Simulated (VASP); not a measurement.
# Pb (Fmmm) in VASP: a series of runs

The runs below take Pb through single point, with PBEsol.

All numbers are computed with VASP 6.6.1; they aren't measurements. Logs are shortened: lines on timing, memory, paths and dates and some standing lists are left out, and cuts for length are marked.

## (1) The cell of the first run

Symmetry: Fmmm, No. 69, orthorhombic system. The conventional cell has a = 4.866 Å, b = 4.940 Å, c = 5.014 Å, α = 90.00°, β = 90.00°, γ = 90.00°. Pb (site symmetry mmm) has 12 Pb at 3.47 to 3.52 Å within 4.6 Å.

## (2) Single point, PBEsol (strain +0.0150 x Voigt [1, -1, 0, 0, 0, 0])

INCAR reads:

```
  PREC = Accurate
  ENCUT = 520
  EDIFF = 1E-6
  ISMEAR = 0
  SIGMA = 0.15
  LREAL = F
  LASPH = T
  NELM = 100
  ALGO = Fast
  ISIF = 2
  LWAVE = F
  LCHARG = T
  GGA = PS
  LELF = T
  LVHAR = T
  NBANDS = 13
```

KPOINTS reads:

```
Automatic mesh
0
Gamma
  16 16 16
```

POSCAR reads:

```
Pb
1.0
    0.0000000000      2.4327530000      2.4698000000
    2.5068470000      0.0000000000      2.4698000000
    2.5068470000      2.4327530000      0.0000000000
Pb
1
Direct
    0.0000000000      0.0000000000      0.0000000000
```

Potentials or basis: VASP PAW PBE potentials, release 64 (Pb_d).

On the command line:

```sh
> cat potpaw_PBE.64/Pb_d/POTCAR > POTCAR
> mpirun -np 1 vasp_std > vasp.out
```

OUTCAR:

```text
PREC = Accurate
   ENCUT = 520
   EDIFF = 1E-6
   ISMEAR = 0
   LREAL = F
   LASPH = T
   NELM = 100
   ISIF = 2
   GGA = PS

 ion  position               nearest neighbor table
   1  0.000  0.000  0.000-

  LATTYP: Found a face centered orthorhombic cell.
 ALAT       =     4.8655060000
 B/A-ratio  =     1.0152284264
 C/A-ratio  =     1.0304568528

  Lattice vectors:

 A1 = (  -2.5068470000,   0.0000000000,  -2.4698000000)
 A2 = (  -2.5068470000,   2.4327530000,   0.0000000000)
 A3 = (   0.0000000000,   2.4327530000,  -2.4698000000)

Analysis of symmetry for initial positions (statically):
=====================================================================
 Subroutine PRICEL returns:
 Original cell was already a primitive cell.

 Routine SETGRP: Setting up the symmetry group for a
 face centered orthorhombic supercell.

 Subroutine GETGRP returns: Found  8 space group operations
 (whereof  8 operations were pure point group operations)
 out of a pool of  8 trial point group operations.

The static configuration has the point symmetry D_2h.

Analysis of symmetry for dynamics (positions and initial velocities):
=====================================================================
 Subroutine PRICEL returns:
 Original cell was already a primitive cell.

 Routine SETGRP: Setting up the symmetry group for a
 face centered orthorhombic supercell.

 Subroutine GETGRP returns: Found  8 space group operations
 (whereof  8 operations were pure point group operations)
 out of a pool of  8 trial point group operations.

The dynamic configuration has the point symmetry D_2h.

 Subroutine INISYM returns: Found  8 space group operations
 (whereof  8 operations are pure point group operations),
 and found     1 'primitive' translations

----------------------------------------------------------------------------------------

                                     Primitive cell

  volume of cell :      30.1243

  direct lattice vectors                    reciprocal lattice vectors
     0.000000000  2.432753000  2.469800000    -0.199453736  0.205528469  0.202445542
     2.506847000  0.000000000  2.469800000     0.199453736 -0.205528469  0.202445542
     2.506847000  2.432753000  0.000000000     0.199453736  0.205528469 -0.202445542

  length of vectors
     3.466727448  3.519118344  3.493217577     0.350724881  0.350724881  0.350724881

  position of ions in fractional coordinates (direct lattice)
     0.000000000  0.000000000  0.000000000

  ion indices of the primitive-cell ions
[... 83 lines left out ...]
   TEBEG  =    0.0;   TEEND  =   0.0 temperature during run
   PSTRESS=    0.0 pullay stress
   NELECT =      14.0000    total number of electrons
   NUPDOWN=      -1.0000    fix difference up-down
   EMIN   =  10.00;   EMAX   =-10.00  energy-range for DOS
   EFERMI =   0.00;   METHOD = LEGACY
   ISMEAR =     0;   SIGMA  =   0.15  broadening in eV -4-tet -1-fermi 0-gaus
   EFERMI_NEDOS =   21; number of points for ismear=-14 and -15
   IALGO  =     68    algorithm
   IMIX   =      4    mixing-type and parameters
     AMIX     =   0.40;   BMIX     =  1.00
     AMIX_MAG =   1.60;   BMIX_MAG =  1.00
  volume/ion in A,a.u.               =      30.12       203.29
  Fermi-wavevector in a.u.,A,eV,Ry     =   1.268075  2.396314 21.878364  1.608014
  Thomas-Fermi vector in A             =   2.401189
   LORBIT       =      0    0 simple, 1 ext, 2 COOP (PROOUT), +10 PAW based schemes
   GGA     = PS    functional components
   LHFCALC =     F    Hartree Fock is set to
   AEXX    =    0.0000 exact exchange contribution
   IVDW    =     0    specifies the selected vdW correction
   LEPSILON=     F    determine dielectric tensor
   LRPA    =     F    only Hartree local field effects (RPA)
 non-spin polarized calculation
 RMM-DIIS sequential band-by-band and
 Gauss-broadening in eV      SIGMA  =   0.15
  energy-cutoff  :      520.00
  volume of cell :       30.12
 maximum number of plane-waves:       841
 NGX is ok and might be reduce to    28
   NGX = 13   NGY = 13   NGZ = 13

 number of electron      13.9999998 magnetization

 Free energy of the ion-electron system (eV)
  ---------------------------------------------------
  ext. energy  EPLUGINS =         0.00000000
  ---------------------------------------------------
  free energy    TOTEN  =        -4.00311998 eV

  energy without entropy =       -3.99853498  energy(sigma->0) =       -4.00082748

 E-fermi :   7.2105     XC(G=0): -10.3730

 val. band max:        7.1838937558   @ k =  -0.4375   0.3750   0.1875
 cond. band min:       7.2215231182   @ k =  -0.4375   0.3125   0.1875
 fundamental gap:      0.0376293625
 Fermi energy:         7.2104878525

 k-point     1 :       0.0000    0.0000    0.0000
  band No.  band energies     occupation
      1      -9.8404      2.00000
      2      -9.8198      2.00000
      3      -9.8015      2.00000
      4      -9.6907      2.00000
      5      -9.6617      2.00000
      6      -4.6398      2.00000
      7      14.6083      0.00000
      8      14.6406      0.00000
      9      14.6647      0.00000
     10      16.9490      0.00000
     11      18.5764      0.00000
     12      19.6908      0.00000
     13      19.7128      0.00000
[... 354 lines left out ...]
  band No.  band energies     occupation
      1      -9.8356      2.00000
      2      -9.8005      2.00000
      3      -9.7961      2.00000
      4      -9.6914      2.00000
      5      -9.6626      2.00000
      6      -4.4376      2.00000
      7      12.8209      0.00000
      8      13.6659      0.00000
      9      14.7138      0.00000
     10      16.7452      0.00000
     11      19.1707      0.00000
     12      19.7928      0.00000
     13      20.1343      0.00000

 [... further k-points ...]

------------------------ aborting loop because EDIFF is reached ----------------------------------------

  FORCE on cell =-STRESS in cart. coord.  units (eV):
  Direction    XX          YY          ZZ          XY          YZ          ZX
  --------------------------------------------------------------------------------------
  -------------------------------------------------------------------------------------
  Total       -0.0952562      0.0115939     -0.0547114      0.0000000     -0.0000000      0.0000000
  in kB       -5.0662448      0.6166276     -2.9098501      0.0000000     -0.0000000      0.0000000
  external PRESSURE =      -2.4531558 kB  Pullay stress =       0.0000000 kB

 VOLUME and BASIS-vectors are now :
 -----------------------------------------------------------------------------
  energy-cutoff  :      520.00
  volume of cell :       30.12
      direct lattice vectors                 reciprocal lattice vectors
     0.000000000  2.432753000  2.469800000    -0.199453736  0.205528469  0.202445542
     2.506847000  0.000000000  2.469800000     0.199453736 -0.205528469  0.202445542
     2.506847000  2.432753000  0.000000000     0.199453736  0.205528469 -0.202445542

 POSITION                                       TOTAL-FORCE (eV/Angst)
 -----------------------------------------------------------------------------------
      0.00000      0.00000      0.00000         0.000000      0.000000      0.000000
 -----------------------------------------------------------------------------------
    total drift:                               -0.000000     -0.000000     -0.000000

  FREE ENERGIE OF THE ION-ELECTRON SYSTEM (eV)
  ---------------------------------------------------
  free  energy   TOTEN  =        -4.0031199762 eV

  energy  without entropy=       -3.9985349758  energy(sigma->0) =       -4.00082748
```

stdout:

```text
POSCAR found type information on POSCAR Pb
 POSCAR found :  1 types and       1 ions
 scaLAPACK will be used
 -----------------------------------------------------------------------------
|                                                                             |
|                                                                             |
|     You enforced a specific xc type in the INCAR file but a different       |
|     I HOPE YOU KNOW WHAT YOU ARE DOING!                                     |
|                                                                             |
 -----------------------------------------------------------------------------

 LDA part: xc-table for (Slater+PW92), standard interpolation
 POSCAR, INCAR and KPOINTS ok, starting setup
 FFT: planning ... GRIDC
 FFT: planning ... GRID_SOFT
 FFT: planning ... GRID
 WAVECAR not read
 entering main loop
WARNING in EDDRMM: call to ZHEGV failed, returncode =   8  4     12
WARNING in EDDRMM: call to ZHEGV failed, returncode =   8  4     12
WARNING in EDDRMM: call to ZHEGV failed, returncode =   6  3     11
```

Run time: 2 min. Hardware: 1 thread of Intel Xeon 6975P-C (Granite Rapids), shared host; peak memory 0.34 GiB.

Results:

```
Free energy            : -4.0031 eV
Pressure               : -0.2 GPa
Band gap on the k mesh : zero (bands 7 and 8 overlap by 9.23 eV)
```

Levels at points of the mesh, in eV from the Fermi level:
```csv
k point,band 3,band 4,band 5,band 6,band 7,band 8,band 9,band 10,band 11,band 12
"(0.00, 0.00, 0.00)",-17.01,-16.90,-16.87,-11.85,7.40,7.43,7.45,9.74,11.37,12.48
"(0.50, 0.00, 0.00)",-17.01,-16.75,-16.74,-8.18,-4.29,5.35,5.78,9.22,9.43,11.03
"(0.50, 0.50, 0.00)",-16.76,-16.73,-16.70,-6.75,-3.35,1.92,2.11,5.35,6.64,18.14
"(0.50, 0.00, 0.50)",-16.76,-16.72,-16.70,-6.58,-3.22,1.78,1.88,5.18,6.47,18.02
"(0.00, 0.50, 0.50)",-16.76,-16.72,-16.71,-6.92,-3.47,2.15,2.24,5.52,6.80,18.46
```

Caveat: the cell differs from its parent crystal (strain +0.0150 x Voigt [1, -1, 0, 0, 0, 0]); the PAW data sets were made with another functional, which shifts forces and pressure a little; spin-orbit coupling is left out, which moves the levels of the heavy elements.

(Part 1 of 2 ends here.)

The gap in the log of VASP goes by the Fermi energy; the results here count the filled bands.